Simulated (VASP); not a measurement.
# KCl (Fm-3m) in VASP: notebook, part 3 of 3

VASP 6.6.1. Earlier steps stand in the parts before.

**5. Elastic constants, PBE**

Contents of INCAR:

```
  PREC = Accurate
  ENCUT = 500
  EDIFF = 1E-8
  ISMEAR = 0
  SIGMA = 0.01
  LREAL = False
  LASPH = True
  NELM = 120
  ALGO = Normal
  ISIF = 3
  LWAVE = False
  LCHARG = False
  GGA = PE
  NBANDS = 15
  IBRION = 6
  NFREE = 2
  POTIM = 0.015
  NSW = 1
  GGA_COMPAT = False
```

Contents of KPOINTS:

```
Automatic mesh
0
Gamma
  5 5 5
```

Contents of POSCAR:

```
KCl
1.0
    0.0000000000      3.1464700000      3.1464700000
    3.1464700000      0.0000000000      3.1464700000
    3.1464700000      3.1464700000      0.0000000000
K Cl
1 1
Direct
    0.0000000000      0.0000000000      0.0000000000
    0.5000000000      0.5000000000      0.5000000000
```

Potentials or basis: VASP PAW PBE potentials, release 64 (K_sv, Cl).

Started as:

```bash
$ cat potpaw_PBE.64/K_sv/POTCAR potpaw_PBE.64/Cl/POTCAR > POTCAR
$ mpirun -np 1 vasp_std > vasp.out
```

Wall time 7.7 min (1 thread of AMD EPYC 7R43 (Zen 3), shared host); peak memory 0.17 GiB.

Results (log left out):

```yaml
Elastic_constants_C11_C12_C44: 45, 7, 6 GPa
Voigt_bulk_modulus: 19 GPa
Highest_phonon_frequency_at_Γ_LO-TO_splitting_left_out: 140 cm⁻¹
```

Phonon frequencies in cm⁻¹ (negative: imaginary):
| q point | frequencies |
| --- | --- |
| (0.000, 0.000, 0.000) | 0 0 0 140 140 140 |

Elastic tensor in Voigt notation (GPa, in the Cartesian axes of the cell as first typed):
```
45  7  7  0  0  0
 7 45  7  0  0  0
 7  7 45  0  0  0
 0  0  0  6  0  0
 0  0  0  0  6  0
 0  0  0  0  0  6
```

Clamped-ion elastic tensor (GPa):
```
45  7  7  0  0  0
 7 45  7  0  0  0
 7  7 45  0  0  0
 0  0  0  6  0  0
 0  0  0  0  6  0
 0  0  0  0  0  6
```

**6. Electric field gradients, PBE exchange alone (38.94 Å³/atom)**

This run uses another cell than the first one, of 38.94 Å³/atom.

Contents of INCAR:

```
PREC = Accurate
ENCUT = 400
EDIFF = 1E-8
ISMEAR = -1
SIGMA = 0.025
LREAL = False
LASPH = True
NELM = 120
ALGO = Normal
ISIF = 2
LWAVE = False
LCHARG = False
GGA = PE
ALDAC = 0.0
AGGAC = 0.0
LEFG = True
NBANDS = 15
GGA_COMPAT = False
```

Contents of KPOINTS:

```
regular mesh
0
Gamma
  7 7 7
```

Contents of POSCAR:

```
KCl
1.0
    0.0000000000      3.3894320600      3.3894320600
    3.3894320600      0.0000000000      3.3894320600
    3.3894320600      3.3894320600      0.0000000000
K Cl
1 1
Direct
    0.0000000000      0.0000000000      0.0000000000
    0.5000000000      0.5000000000      0.5000000000
```

Potentials or basis: VASP PAW PBE potentials, release 64 (K_sv, Cl).

Started as:

```bash
$ cat potpaw_PBE.64/K_sv/POTCAR potpaw_PBE.64/Cl/POTCAR > POTCAR
$ mpirun -np 1 vasp_std > vasp.out
```

OUTCAR:

```text
PREC = Accurate
   ENCUT = 400
   EDIFF = 1E-8
   ISMEAR = -1
   LREAL = False
   LASPH = True
   NELM = 120
   ISIF = 2
   GGA = PE

 ion  position               nearest neighbor table
   1  0.000  0.000  0.000-
   2  0.500  0.500  0.500-

  LATTYP: Found a face centered cubic cell.
 ALAT       =     6.7788641200

  Lattice vectors:

 A1 = (   0.0000000000,   3.3894320600,   3.3894320600)
 A2 = (   3.3894320600,   0.0000000000,   3.3894320600)
 A3 = (   3.3894320600,   3.3894320600,   0.0000000000)

Analysis of symmetry for initial positions (statically):
=====================================================================
 Subroutine PRICEL returns:
 Original cell was already a primitive cell.

 Routine SETGRP: Setting up the symmetry group for a
 face centered cubic supercell.

 Subroutine GETGRP returns: Found 48 space group operations
 (whereof 48 operations were pure point group operations)
 out of a pool of 48 trial point group operations.

The static configuration has the point symmetry O_h .

Analysis of symmetry for dynamics (positions and initial velocities):
=====================================================================
 Subroutine PRICEL returns:
 Original cell was already a primitive cell.

 Routine SETGRP: Setting up the symmetry group for a
 face centered cubic supercell.

 Subroutine GETGRP returns: Found 48 space group operations
 (whereof 48 operations were pure point group operations)
 out of a pool of 48 trial point group operations.

The dynamic configuration has the point symmetry O_h .

 Subroutine INISYM returns: Found 48 space group operations
 (whereof 48 operations are pure point group operations),
 and found     1 'primitive' translations

----------------------------------------------------------------------------------------

                                     Primitive cell

  volume of cell :      77.8773

  direct lattice vectors                    reciprocal lattice vectors
     0.000000000  3.389432060  3.389432060    -0.147517340  0.147517340  0.147517340
     3.389432060  0.000000000  3.389432060     0.147517340 -0.147517340  0.147517340
     3.389432060  3.389432060  0.000000000     0.147517340  0.147517340 -0.147517340

  length of vectors
     4.793380788  4.793380788  4.793380788     0.255507527  0.255507527  0.255507527

  position of ions in fractional coordinates (direct lattice)
     0.000000000  0.000000000  0.000000000
     0.500000000  0.500000000  0.500000000

  ion indices of the primitive-cell ions
   primitive index   ion index
                 1           1
                 2           2

----------------------------------------------------------------------------------------

 KPOINTS: regular mesh

Automatic generation of k-mesh.
 Grid dimensions read from file:
 generate k-points for:    7    7    7

 Generating k-lattice:

[... 72 lines left out ...]
   EFERMI_NEDOS =   21; number of points for ismear=-14 and -15
   IALGO  =     38    algorithm
   IMIX   =      4    mixing-type and parameters
     AMIX     =   0.40;   BMIX     =  1.00
     AMIX_MAG =   1.60;   BMIX_MAG =  1.00
  volume/ion in A,a.u.               =      38.94       262.77
  Fermi-wavevector in a.u.,A,eV,Ry     =   0.966002  1.825479 12.696403  0.933159
  Thomas-Fermi vector in A             =   2.095766
   LORBIT       =      0    0 simple, 1 ext, 2 COOP (PROOUT), +10 PAW based schemes
   GGA     = PE    functional components
   LHFCALC =     F    Hartree Fock is set to
   AEXX    =    0.0000 exact exchange contribution
   IVDW    =     0    specifies the selected vdW correction
   LEPSILON=     F    determine dielectric tensor
   LRPA    =     F    only Hartree local field effects (RPA)
 non-spin polarized calculation
  energy-cutoff  :      400.00
  volume of cell :       77.88
 maximum number of plane-waves:      1427
   NGX = 15   NGY = 15   NGZ = 15

 number of electron      15.9999999 magnetization

 Free energy of the ion-electron system (eV)
  ---------------------------------------------------
  ext. energy  EPLUGINS =         0.00000000
  ---------------------------------------------------
  free energy    TOTEN  =        -5.85534519 eV

  energy without entropy =       -5.85534519  energy(sigma->0) =       -5.85534519

 E-fermi :  -0.8343     XC(G=0):  -5.6675

 val. band max:       -1.4278248694   @ k =   0.0000   0.0000   0.0000
 cond. band min:       2.8951400700   @ k =   0.0000   0.0000   0.0000
 fundamental gap:      4.3229649395
 Fermi energy:        -0.8343282330

 k-point     1 :       0.0000    0.0000    0.0000
  band No.  band energies     occupation
      1     -29.0621      2.00000
      2     -13.3260      2.00000
      3     -12.5676      2.00000
      4     -12.5676      2.00000
      5     -12.5676      2.00000
      6      -1.4278      2.00000
      7      -1.4278      2.00000
      8      -1.4278      2.00000
      9       2.8951      0.00000
     10       6.5749      0.00000
     11       6.5749      0.00000
     12       6.5749      0.00000
     13       7.4258      0.00000
     14       7.4258      0.00000
[... 329 lines left out ...]
      2     -13.3457      2.00000
      3     -12.6124      2.00000
      4     -12.5970      2.00000
      5     -12.5047      2.00000
      6      -1.8473      2.00000
      7      -1.8194      2.00000
      8      -1.6824      2.00000
      9       5.8033      0.00000
     10       6.3297      0.00000
     11       6.7995      0.00000
     12       7.4115      0.00000
     13       8.9670      0.00000
     14       9.0297      0.00000
     15       9.5629      0.00000

------------------------ aborting loop because EDIFF is reached ----------------------------------------

  FORCE on cell =-STRESS in cart. coord.  units (eV):
  Direction    XX          YY          ZZ          XY          YZ          ZX
  --------------------------------------------------------------------------------------
  -------------------------------------------------------------------------------------
  Total       -0.1070774     -0.1070774     -0.1070774      0.0000000     -0.0000000      0.0000000
  in kB       -2.2029137     -2.2029137     -2.2029137      0.0000000     -0.0000000      0.0000000
  external PRESSURE =      -2.2029137 kB  Pullay stress =       0.0000000 kB

 VOLUME and BASIS-vectors are now :
 -----------------------------------------------------------------------------
  energy-cutoff  :      400.00
  volume of cell :       77.88
      direct lattice vectors                 reciprocal lattice vectors
     0.000000000  3.389432060  3.389432060    -0.147517340  0.147517340  0.147517340
     3.389432060  0.000000000  3.389432060     0.147517340 -0.147517340  0.147517340
     3.389432060  3.389432060  0.000000000     0.147517340  0.147517340 -0.147517340

 POSITION                                       TOTAL-FORCE (eV/Angst)
 -----------------------------------------------------------------------------------
      0.00000      0.00000      0.00000         0.000000      0.000000      0.000000
      3.38943      3.38943      3.38943         0.000000      0.000000     -0.000000
 -----------------------------------------------------------------------------------
    total drift:                                0.000000     -0.000000     -0.000000

  FREE ENERGIE OF THE ION-ELECTRON SYSTEM (eV)
  ---------------------------------------------------
  free  energy   TOTEN  =        -5.8553451850 eV

  energy  without entropy=       -5.8553451850  energy(sigma->0) =       -5.85534519

 Electric field gradients (V/A^2)
---------------------------------------------------------------------
 ion       V_xx      V_yy      V_zz      V_xy      V_xz      V_yz
---------------------------------------------------------------------
   1       0.000     0.000    -0.000     0.001     0.001     0.001
   2      -0.000     0.000    -0.000    -0.001    -0.001    -0.001
---------------------------------------------------------------------

 Electric field gradients after diagonalization (V/A^2)
 (convention: |V_zz| > |V_xx| > |V_yy|)
----------------------------------------------------------------------
 ion       V_xx      V_yy      V_zz     asymmetry (V_yy - V_xx)/ V_zz
----------------------------------------------------------------------
   1      -0.001    -0.001     0.001       0.000
   2       0.001     0.001    -0.002       0.000
----------------------------------------------------------------------

           NMR quadrupolar parameters

 Cq : quadrupolar parameter    Cq=e*Q*V_zz/h
 eta: asymmetry parameters     (V_yy - V_xx)/ V_zz
 Q  : nuclear electric quadrupole moment in mb (millibarn)
----------------------------------------------------------------------
 ion       Cq(MHz)       eta       Q (mb)
----------------------------------------------------------------------
   1       0.000       0.000       1.000
   2      -0.000       0.000       1.000
----------------------------------------------------------------------
```

OSZICAR:

```text
N       E                     dE             d eps       ncg     rms          rms(c)
DAV:   1     0.873587908967E+02    0.87359E+02   -0.57967E+03   600   0.746E+02
DAV:   2    -0.316431237780E+00   -0.87675E+02   -0.81149E+02   821   0.205E+02
DAV:   3    -0.603345913256E+01   -0.57170E+01   -0.56886E+01   845   0.464E+01
DAV:   4    -0.624273275338E+01   -0.20927E+00   -0.20924E+00   974   0.813E+00
DAV:   5    -0.624433588252E+01   -0.16031E-02   -0.16031E-02   845   0.781E-01    0.271E+00
DAV:   6    -0.589440121642E+01    0.34993E+00   -0.49125E-01   789   0.336E+00    0.213E+00
DAV:   7    -0.585775344801E+01    0.36648E-01   -0.97391E-02   831   0.177E+00    0.140E+00
DAV:   8    -0.585527092458E+01    0.24825E-02   -0.22269E-02   664   0.111E+00    0.275E-01
DAV:   9    -0.585529110079E+01   -0.20176E-04   -0.15917E-03   940   0.244E-01    0.117E-01
DAV:  10    -0.585535300104E+01   -0.61900E-04   -0.29211E-04   672   0.157E-01    0.217E-02
DAV:  11    -0.585534545458E+01    0.75465E-05   -0.13445E-05   921   0.314E-02    0.142E-02
DAV:  12    -0.585534553635E+01   -0.81770E-07   -0.32679E-06   756   0.132E-02    0.202E-03
DAV:  13    -0.585534528050E+01    0.25585E-06   -0.18334E-07   819   0.312E-03    0.822E-04
DAV:  14    -0.585534518874E+01    0.91757E-07   -0.24030E-08   739   0.129E-03    0.280E-04
DAV:  15    -0.585534517528E+01    0.13465E-07   -0.24309E-09   636   0.422E-04    0.745E-05
DAV:  16    -0.585534518501E+01   -0.97311E-08   -0.33396E-10   426   0.158E-04
   1 F= -.58553452E+01 E0= -.58553452E+01  d E =-.201742E-11
```

Run time: 18 s. Hardware: 1 thread of AMD EPYC 7R13 (Zen 3), shared host; peak memory 0.14 GiB.

Results:

```yaml
Free_energy: -5.8553 eV
Pressure: -0.2 GPa
Band_gap_on_the_k_mesh: 4.32 eV
Largest_electric_field_gradient_by_atom: zero within the noise of the run
```

Caveat: an odd mesh through Γ misses points on the zone boundary, where band edges can lie.

**7. The runs side by side**

```csv
task,level,potentials or basis,cell,k mesh,cutoff (eV),smearing,ions in elastic constants,gap on the mesh (eV)
dielectric tensor,LDA,"VASP PAW LDA potentials, release 64 (K_sv, Cl)","a = 4.450 Å, angles 60.0°, 2 atoms",7 × 7 × 7,400,gaussian 0.01 eV,-,4.75
elastic constants,PBE,"VASP PAW PBE potentials, release 64 (K_sv, Cl)","a = 4.450 Å, angles 60.0°, 2 atoms",5 × 5 × 5,500,gaussian 0.01 eV,relaxed,-
electric field gradients,PBE exchange alone,"VASP PAW PBE potentials, release 64 (K_sv, Cl)","a = 4.793 Å, angles 60.0°, 2 atoms",7 × 7 × 7,400,fermi-dirac 0.025 eV,-,4.32
```

Alike in all rows: no spin polarisation.

Caveats: an odd mesh through Γ misses points on the zone boundary, where band edges can lie (at least some runs).

Absolute energies hang on the potentials; compare differences alone.
